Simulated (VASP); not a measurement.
# Mo in VASP: a series of runs

The runs below take Mo through single point, with PBEsol.

Program: VASP 6.6.1. These are calculated values, not measurements. Logs are shortened: lines on timing, memory, paths and dates and some standing lists are left out, and cuts for length are marked.

## 1. The cell of the first run

The cell holds a slab with vacuum, 5 atoms: a = 2.710 Å, b = 2.710 Å, c = 23.851 Å, α = 90.00°, β = 90.00°, γ = 109.47°.

## 2. Single point, PBEsol

INCAR reads:

```
  ALGO = Fast
  DIPOL = 0.5 0.5 0.500
  EDIFF = 1E-7
  ENCUT = 520
  GGA = PS
  IDIPOL = 3
  ISIF = 2
  ISMEAR = 0
  LASPH = True
  LCHARG = False
  LDIPOL = True
  LREAL = False
  LWAVE = False
  NBANDS = 43
  NELM = 80
  PREC = Accurate
  SIGMA = 0.1
```

KPOINTS reads:

```
k-points
0
Gamma
  13 13 1
```

POSCAR reads:

```
Mo
1.0
    2.7100592323      0.0000000000      0.0000000000
   -0.9033530774      2.5550683474      0.0000000000
    0.0000000000      0.0000000000     23.8510163890
Mo
5
Direct
    0.5000000000      0.5000000000      0.3144520082
    0.0000000000      0.0000000000      0.4072260041
    0.5000000000      0.5000000000      0.5000000000
    0.0000000000      0.0000000000      0.5927739959
    0.5000000000      0.5000000000      0.6855479918
```

Potentials or basis: VASP PAW PBE potentials, release 64 (Mo_sv).

The run is started by

```
$ cat potpaw_PBE.64/Mo_sv/POTCAR > POTCAR
$ mpirun -np 1 vasp_std > vasp.out
```

OUTCAR:

```text
EDIFF = 1E-7
   ENCUT = 520
   GGA = PS
   ISIF = 2
   ISMEAR = 0
   LASPH = True
   LREAL = False
   NELM = 80
   PREC = Accurate

 ion  position               nearest neighbor table
   1  0.500  0.500  0.314-   2 2.71   2 2.71   2 3.13   2 3.13
   2  0.000  0.000  0.407-   1 2.71   1 2.71   3 2.71   3 2.71   1 3.13   1 3.13   3 3.13   3 3.13

   3  0.500  0.500  0.500-   2 2.71   4 2.71   2 2.71   4 2.71   2 3.13   4 3.13   2 3.13   4 3.13

   4  0.000  0.000  0.593-   5 2.71   5 2.71   3 2.71   3 2.71   5 3.13   5 3.13   3 3.13   3 3.13

   5  0.500  0.500  0.686-   4 2.71   4 2.71   4 3.13   4 3.13

  LATTYP: Found a base centered orthorhombic cell.
 ALAT       =     3.1293068546
 B/A-ratio  =     1.4142135624
 C/A-ratio  =     7.6218209008

  Lattice vectors:

 A1 = (   2.7100592323,   0.0000000000,   0.0000000000)
 A2 = (  -0.9033530774,   2.5550683474,   0.0000000000)
 A3 = (   0.0000000000,   0.0000000000,  23.8510163890)

Analysis of symmetry for initial positions (statically):
=====================================================================
 Subroutine PRICEL returns:
 Original cell was already a primitive cell.

 Routine SETGRP: Setting up the symmetry group for a
 base centered orthorhombic supercell.

 Subroutine GETGRP returns: Found  8 space group operations
 (whereof  8 operations were pure point group operations)
 out of a pool of  8 trial point group operations.

The static configuration has the point symmetry D_2h.

Analysis of symmetry for dynamics (positions and initial velocities):
=====================================================================
 Subroutine PRICEL returns:
 Original cell was already a primitive cell.

 Routine SETGRP: Setting up the symmetry group for a
 base centered orthorhombic supercell.

 Subroutine GETGRP returns: Found  8 space group operations
 (whereof  8 operations were pure point group operations)
 out of a pool of  8 trial point group operations.

The dynamic configuration has the point symmetry D_2h.

 Subroutine INISYM returns: Found  8 space group operations
 (whereof  8 operations are pure point group operations),
 and found     1 'primitive' translations

----------------------------------------------------------------------------------------

                                     Primitive cell

  volume of cell :     165.1537

  direct lattice vectors                    reciprocal lattice vectors
     2.710059232  0.000000000  0.000000000     0.368995625  0.130459654  0.000000000
    -0.903353077  2.555068347  0.000000000     0.000000000  0.391378963  0.000000000
     0.000000000  0.000000000 23.851016389     0.000000000  0.000000000  0.041926934

  length of vectors
     2.710059232  2.710059232 23.851016389     0.391378963  0.391378963  0.041926934

  position of ions in fractional coordinates (direct lattice)
     0.500000000  0.500000000  0.314452008
     0.000000000  0.000000000  0.407226004
     0.500000000  0.500000000  0.500000000
     0.000000000  0.000000000  0.592773996
     0.500000000  0.500000000  0.685547992

  ion indices of the primitive-cell ions
   primitive index   ion index
                 1           1
                 2           2
                 3           3
                 4           4
                 5           5

----------------------------------------------------------------------------------------

 KPOINTS: k-points

Automatic generation of k-mesh.
 Grid dimensions read from file:
 generate k-points for:   13   13    1

 Generating k-lattice:

  Cartesian coordinates                     Fractional coordinates (reciprocal lattice)
     0.028384279  0.010035358  0.000000000     0.076923077  0.000000000  0.000000000
     0.000000000  0.030106074  0.000000000     0.000000000  0.076923077  0.000000000
     0.000000000  0.000000000  0.041926934     0.000000000  0.000000000  1.000000000

  Length of vectors
     0.030106074  0.030106074  0.041926934

  Shift w.r.t. Gamma in fractional coordinates (k-lattice)
     0.000000000  0.000000000  0.000000000

 Subroutine IBZKPT returns following result:
 ===========================================

 Found     49 irreducible k-points:

 Following reciprocal coordinates:
            Coordinates               Weight
  0.000000  0.000000  0.000000      1.000000
  0.076923 -0.000000  0.000000      4.000000
  0.153846 -0.000000  0.000000      4.000000
  0.230769 -0.000000  0.000000      4.000000
  0.307692 -0.000000  0.000000      4.000000
  0.384615 -0.000000  0.000000      4.000000
[... 16 lines left out ...]
  0.384615  0.153846  0.000000      4.000000
  0.461538  0.153846  0.000000      4.000000
 [... further k-points ...]
   k-points           NKPTS =     49   k-points in BZ     NKDIM =     49   number of bands    NBANDS=     43
   number of dos      NEDOS =    301   number of ions     NIONS =      5
   total plane-waves  NPLWV =  72000
   dimension x,y,z NGX =    20 NGY =   20 NGZ =  180
   dimension x,y,z NGXF=    40 NGYF=   40 NGZF=  360
   ions per type =               5
   NGX,Y,Z   is equivalent  to a cutoff of  12.27, 12.27, 12.55 a.u.
   NGXF,Y,Z  is equivalent  to a cutoff of  24.54, 24.54, 25.09 a.u.
 SYSTEM =  unknown system
   PREC   = accura    normal or accurate (medium, high low for compatibility)
   ISTART =      0    job   : 0-new  1-cont  2-samecut
   ICHARG =      2    charge: 1-file 2-atom 10-const
   ISPIN  =      1    spin polarized calculation?
   LNONCOLLINEAR =      F non collinear calculations
   LSORBIT =      F    spin-orbit coupling
   LASPH  =      T    aspherical Exc in radial PAW
   ENCUT  =  520.0 eV  38.22 Ry    6.18 a.u.   5.04  5.04 44.35*2*pi/ulx,y,z
   NELM   =     80;   NELMIN=  2; NELMDL= -5     # of ELM steps
   EDIFF  = 0.1E-06   stopping-criterion for ELM
   LREAL  =      F    real-space projection
   EDIFFG = 0.1E-05   stopping-criterion for IOM
   NSW    =      0    number of steps for IOM
   IBRION =     -1    ionic relax: 0-MD 1-quasi-New 2-CG
   NFREE  =      0    steps in history (QN), initial steepest desc. (CG)
   ISIF   =      2    stress and relaxation
   ISYM   =      2    0-nonsym 1-usesym 2-fastsym
   POTIM  = 0.5000    time-step for ionic-motion
   TEBEG  =    0.0;   TEEND  =   0.0 temperature during run
   PSTRESS=    0.0 pullay stress
   NELECT =      70.0000    total number of electrons
   NUPDOWN=      -1.0000    fix difference up-down
   EMIN   =  10.00;   EMAX   =-10.00  energy-range for DOS
   EFERMI =   0.00;   METHOD = LEGACY
   ISMEAR =     0;   SIGMA  =   0.10  broadening in eV -4-tet -1-fermi 0-gaus
   EFERMI_NEDOS =   21; number of points for ismear=-14 and -15
   IALGO  =     68    algorithm
   IMIX   =      4    mixing-type and parameters
     AMIX     =   0.40;   BMIX     =  1.00
     AMIX_MAG =   1.60;   BMIX_MAG =  1.00
  volume/ion in A,a.u.               =      33.03       222.90
  Fermi-wavevector in a.u.,A,eV,Ry     =   1.229735  2.323862 20.575377  1.512248
  Thomas-Fermi vector in A             =   2.364611
   LORBIT       =      0    0 simple, 1 ext, 2 COOP (PROOUT), +10 PAW based schemes
   GGA     = PS    functional components
   LHFCALC =     F    Hartree Fock is set to
   AEXX    =    0.0000 exact exchange contribution
   IVDW    =     0    specifies the selected vdW correction
   LEPSILON=     F    determine dielectric tensor
   LRPA    =     F    only Hartree local field effects (RPA)
 non-spin polarized calculation
 RMM-DIIS sequential band-by-band and
 Gauss-broadening in eV      SIGMA  =   0.10
  energy-cutoff  :      520.00
  volume of cell :      165.15
 maximum number of plane-waves:      4500
   NGX = 11   NGY = 11   NGZ = 89

 dipolmoment           0.000000      0.000000      0.000000 electrons x Angstroem

 number of electron      69.9999993 magnetization

 dipolmoment           0.000000      0.000000     -0.000000 electrons x Angstroem

 Free energy of the ion-electron system (eV)
  ---------------------------------------------------
  ext. energy  EPLUGINS =         0.00000000
  ---------------------------------------------------
  free energy    TOTEN  =       -56.15253219 eV

  energy without entropy =      -56.13000495  energy(sigma->0) =      -56.14126857

 E-fermi :   3.4953     XC(G=0):  -7.2242

 val. band max:        3.4876858185   @ k =  -0.2308   0.0769   0.0000
 cond. band min:       3.4964599634   @ k =  -0.3077   0.2308   0.0000
 fundamental gap:      0.0087741449
 Fermi energy:         3.4952882709

 k-point     1 :       0.0000    0.0000    0.0000
  band No.  band energies     occupation
      1     -57.7606      2.00000
      2     -57.6896      2.00000
      3     -57.5583      2.00000
      4     -57.4266      2.00000
      5     -57.4212      2.00000
      6     -32.3938      2.00000
[... 35 lines left out ...]
     42       4.9744      0.00000
     43       5.2205      0.00000

 k-point     2 :       0.0769   -0.0000    0.0000
  band No.  band energies     occupation
      1     -57.7492      2.00000
      2     -57.6803      2.00000
      3     -57.5517      2.00000
      4     -57.4196      2.00000
      5     -57.4147      2.00000
      6     -32.3713      2.00000
[... 35 lines left out ...]
     42       4.9204      0.00000
     43       5.1180      0.00000

 k-point     3 :       0.1538   -0.0000    0.0000
  band No.  band energies     occupation
      1     -57.7170      2.00000
      2     -57.6544      2.00000
      3     -57.5340      2.00000
      4     -57.4002      2.00000
      5     -57.3967      2.00000
      6     -32.3083      2.00000
[... 919 lines left out ...]
      6     -32.3581      2.00000
[... 35 lines left out ...]
     42       5.7154      0.00000
     43       5.9637      0.00000

 k-point    24 :       0.4615    0.1538    0.0000
  band No.  band energies     occupation
      1     -57.5104      2.00000
      2     -57.5015      2.00000
      3     -57.4486      2.00000
      4     -57.2825      2.00000
      5     -57.2824      2.00000
      6     -32.4104      2.00000
[... 35 lines left out ...]
     42       5.7269      0.00000
     43       6.1789      0.00000

 [... further k-points ...]

------------------------ aborting loop because EDIFF is reached ----------------------------------------

 vacuum level on the upper side and lower side of the slab       (xc-potential included)        -0.081        -0.081

  FORCE on cell =-STRESS in cart. coord.  units (eV):
  Direction    XX          YY          ZZ          XY          YZ          ZX
  --------------------------------------------------------------------------------------
  -------------------------------------------------------------------------------------
  Total       -4.6105587     -4.3815460     -2.7412140      0.3238730      0.0000000      0.0000000
  in kB      -44.7276361    -42.5059530    -26.5928772      3.1419344      0.0000000      0.0000000
  external PRESSURE =     -37.9421554 kB  Pullay stress =       0.0000000 kB

 VOLUME and BASIS-vectors are now :
 -----------------------------------------------------------------------------
  energy-cutoff  :      520.00
  volume of cell :      165.15
      direct lattice vectors                 reciprocal lattice vectors
     2.710059232  0.000000000  0.000000000     0.368995625  0.130459654  0.000000000
    -0.903353077  2.555068347  0.000000000     0.000000000  0.391378963  0.000000000
     0.000000000  0.000000000 23.851016389     0.000000000  0.000000000  0.041926934

 POSITION                                       TOTAL-FORCE (eV/Angst)
 -----------------------------------------------------------------------------------
      0.90335      1.27753      7.50000         0.000000      0.000000      0.631393
      0.00000      0.00000      9.71275         0.000000      0.000000     -0.649409
      0.90335      1.27753     11.92551         0.000000      0.000000      0.000000
      0.00000      0.00000     14.13826         0.000000     -0.000000      0.649409
      0.90335      1.27753     16.35102        -0.000000      0.000000     -0.631393
 -----------------------------------------------------------------------------------
    total drift:                               -0.000000      0.000000     -0.000000

  FREE ENERGIE OF THE ION-ELECTRON SYSTEM (eV)
  ---------------------------------------------------
  free  energy   TOTEN  =       -56.1525321917 eV

  energy  without entropy=      -56.1300049533  energy(sigma->0) =      -56.14126857

 vacuum level on the upper side and lower side of the slab         8.161         8.161
```

Wall time 5.8 min (1 thread of Intel Xeon 6975P-C (Granite Rapids), shared host); peak memory 0.4 GiB.

Results:

```yaml
Free_energy: -56.1525 eV
Largest_force: 0.649 eV/Å
Band_gap_on_the_k_mesh: zero (bands 35 and 36 overlap by 2.30 eV)
```

Forces in eV/Å, atoms in the order of the input:
```
Mo   0.000  0.000  0.631
Mo   0.000  0.000 -0.649
Mo   0.000  0.000  0.000
Mo   0.000  0.000  0.649
Mo   0.000  0.000 -0.631
```

Caveat: the PAW data sets were made with another functional, which shifts forces and pressure a little.

## 3. Single point, PBEsol

INCAR reads:

```
PREC = Accurate
ENCUT = 520
EDIFF = 1E-6
ISMEAR = 0
SIGMA = 0.1
LREAL = F
LASPH = T
NELM = 60
ALGO = Fast
ISIF = 2
LWAVE = F
LCHARG = F
LDIPOL = T
IDIPOL = 3
DIPOL = 0.5 0.5 0.500
GGA = PS
NBANDS = 43
```

KPOINTS reads:

```
regular mesh
0
Gamma
  13 13 1
```

POSCAR reads:

```
Mo
1.0
    2.7100592323      0.0000000000      0.0000000000
   -0.9033530774      2.5550683474      0.0000000000
    0.0000000000      0.0000000000     23.8510163890
Mo
5
Direct
    0.5000000000      0.5000000000      0.3183729044
    0.0000000000      0.0000000000      0.4067518495
    0.5000000000      0.5000000000      0.5000000004
    0.0000000000      0.0000000000      0.5932481490
    0.5000000000      0.5000000000      0.6816270967
```

Potentials or basis: VASP PAW PBE potentials, release 64 (Mo_sv).

The run is started by

```
$ cat potpaw_PBE.64/Mo_sv/POTCAR > POTCAR
$ mpirun -np 1 vasp_std > vasp.out
```

OUTCAR:

```text
PREC = Accurate
   ENCUT = 520
   EDIFF = 1E-6
   ISMEAR = 0
   LREAL = F
   LASPH = T
   NELM = 60
   ISIF = 2
   GGA = PS

 ion  position               nearest neighbor table
   1  0.500  0.500  0.318-   2 2.63   2 2.63   2 3.06   2 3.06
   2  0.000  0.000  0.407-   1 2.63   1 2.63   3 2.72   3 2.72   1 3.06   1 3.06   3 3.14   3 3.14

   3  0.500  0.500  0.500-   4 2.72   4 2.72   2 2.72   2 2.72   4 3.14   4 3.14   2 3.14   2 3.14

   4  0.000  0.000  0.593-   5 2.63   5 2.63   3 2.72   3 2.72   5 3.06   5 3.06   3 3.14   3 3.14

   5  0.500  0.500  0.682-   4 2.63   4 2.63   4 3.06   4 3.06

  LATTYP: Found a base centered orthorhombic cell.
 ALAT       =     3.1293068546
 B/A-ratio  =     1.4142135624
 C/A-ratio  =     7.6218209008

  Lattice vectors:

 A1 = (   2.7100592323,   0.0000000000,   0.0000000000)
 A2 = (  -0.9033530774,   2.5550683474,   0.0000000000)
 A3 = (   0.0000000000,   0.0000000000,  23.8510163890)

Analysis of symmetry for initial positions (statically):
=====================================================================
 Subroutine PRICEL returns:
 Original cell was already a primitive cell.

 Routine SETGRP: Setting up the symmetry group for a
 base centered orthorhombic supercell.

 Subroutine GETGRP returns: Found  8 space group operations
 (whereof  8 operations were pure point group operations)
 out of a pool of  8 trial point group operations.

The static configuration has the point symmetry D_2h.

Analysis of symmetry for dynamics (positions and initial velocities):
=====================================================================
 Subroutine PRICEL returns:
 Original cell was already a primitive cell.

 Routine SETGRP: Setting up the symmetry group for a
 base centered orthorhombic supercell.

 Subroutine GETGRP returns: Found  8 space group operations
 (whereof  8 operations were pure point group operations)
 out of a pool of  8 trial point group operations.

The dynamic configuration has the point symmetry D_2h.

[... 131 lines left out ...]
   AEXX    =    0.0000 exact exchange contribution
   IVDW    =     0    specifies the selected vdW correction
   LEPSILON=     F    determine dielectric tensor
   LRPA    =     F    only Hartree local field effects (RPA)
 non-spin polarized calculation
 RMM-DIIS sequential band-by-band and
 Gauss-broadening in eV      SIGMA  =   0.10
  energy-cutoff  :      520.00
  volume of cell :      165.15
 maximum number of plane-waves:      4500
   NGX = 11   NGY = 11   NGZ = 89

 number of electron      69.9999989 magnetization

 dipolmoment           0.000000      0.000000      0.000000 electrons x Angstroem

 Free energy of the ion-electron system (eV)
  ---------------------------------------------------
  ext. energy  EPLUGINS =         0.00000000
  ---------------------------------------------------
  free energy    TOTEN  =       -56.22066780 eV

  energy without entropy =      -56.19940394  energy(sigma->0) =      -56.21003587

 E-fermi :   3.5551     XC(G=0):  -7.1557

 val. band max:        3.5531101041   @ k =  -0.2308   0.0769   0.0000
 cond. band min:       3.5639597783   @ k =  -0.3077   0.1538   0.0000
 fundamental gap:      0.0108496742
 Fermi energy:         3.5551364228

 k-point     1 :       0.0000    0.0000    0.0000
  band No.  band energies     occupation
      1     -57.6827      2.00000
      2     -57.6215      2.00000
      3     -57.4890      2.00000
      4     -57.3180      2.00000
      5     -57.3114      2.00000
      6     -32.3599      2.00000
[... 1093 lines left out ...]
     42       5.8690      0.00000
     43       6.3652      0.00000

 [... further k-points ...]

------------------------ aborting loop because EDIFF is reached ----------------------------------------

 vacuum level on the upper side and lower side of the slab       (xc-potential included)        -0.066        -0.066

  FORCE on cell =-STRESS in cart. coord.  units (eV):
  Direction    XX          YY          ZZ          XY          YZ          ZX
  --------------------------------------------------------------------------------------
  -------------------------------------------------------------------------------------
  Total       -2.3127563     -2.3342531      0.2285062     -0.0304011      0.0000000      0.0000000
  in kB      -22.4363528    -22.6448962      2.2167688     -0.2949249      0.0000000      0.0000000
  external PRESSURE =     -14.2881601 kB  Pullay stress =       0.0000000 kB

 VOLUME and BASIS-vectors are now :
 -----------------------------------------------------------------------------
  energy-cutoff  :      520.00
  volume of cell :      165.15
      direct lattice vectors                 reciprocal lattice vectors
     2.710059232  0.000000000  0.000000000     0.368995625  0.130459654  0.000000000
    -0.903353077  2.555068347  0.000000000     0.000000000  0.391378963  0.000000000
     0.000000000  0.000000000 23.851016389     0.000000000  0.000000000  0.041926934

 POSITION                                       TOTAL-FORCE (eV/Angst)
 -----------------------------------------------------------------------------------
      0.90335      1.27753      7.59352        -0.000000      0.000000     -0.033421
      0.00000      0.00000      9.70145         0.000000      0.000000      0.007443
      0.90335      1.27753     11.92551         0.000000      0.000000      0.000000
      0.00000      0.00000     14.14957         0.000000      0.000000     -0.007443
      0.90335      1.27753     16.25750        -0.000000      0.000000      0.033421
 -----------------------------------------------------------------------------------
    total drift:                               -0.000000      0.000000      0.000001

  FREE ENERGIE OF THE ION-ELECTRON SYSTEM (eV)
  ---------------------------------------------------
  free  energy   TOTEN  =       -56.2206677965 eV

  energy  without entropy=      -56.1994039360  energy(sigma->0) =      -56.21003587

 vacuum level on the upper side and lower side of the slab         8.107         8.107
```

Run time: 5.2 min. Hardware: 1 thread of Intel Xeon 6975P-C (Granite Rapids), shared host; peak memory 0.4 GiB.

Results:

| Property | Result |
| --- | --- |
| Free energy | -56.2207 eV |
| Largest force | 0.033 eV/Å |
| Band gap on the k mesh | zero (bands 35 and 36 overlap by 2.30 eV) |

Forces on the atoms (eV/Å):
```
Mo   0.000  0.000 -0.033
Mo   0.000  0.000  0.007
Mo   0.000  0.000  0.000
Mo   0.000  0.000 -0.007
Mo   0.000  0.000  0.033
```

Caveat: the PAW data sets were made with another functional, which shifts forces and pressure a little.
